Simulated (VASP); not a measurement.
Crystal: Ge.

```xyz
1
Lattice="-1.6880 1.6880 1.6880 1.6880 -1.6880 1.6880 1.6880 1.6880 -1.6880" Properties=species:S:1:pos:R:3 pbc="T T T"
Ge    0.0000    0.0000    0.0000
```

```yaml
Program: VASP 6.6.1
Task: relaxation of cell and atoms
Functional: PBEsol
Potentials_or_basis: VASP PAW PBE potentials, release 64 (Ge_d)
Cutoff: 600 eV
k_mesh: 13 × 13 × 13
Occupations: fermi-dirac, width 0.1 eV
Spin: no spin polarisation
```

At the start: pressure -3.2 GPa; volume 19.24 Å³/atom.

Problem. How do energy, volume and symmetry change on relaxing?

Solution. Over 3 steps the energy falls by 9.2 meV/atom and the volume is 18.33 Å³/atom (-4.7 %); space group Im-3m (No. 229, to 0.05 Å).

Step by step:
```tsv
step	energy change (eV)	largest force (eV/Å)	pressure (GPa)	volume (Å³)
1	0.0000	0.0000	-3.23	19.24
2	-0.0089	0.0000	0.51	18.18
3	-0.0092	0.0000	0.03	18.33
```

Final structure:
```
Ge
1.0
    -1.66085    1.66085    1.66085
     1.66085   -1.66085    1.66085
     1.66085    1.66085   -1.66085
Ge
1
Direct
  0.00000 0.00000 0.00000
```

Caveat: the PAW data sets were made with another functional, which shifts forces and pressure a little.
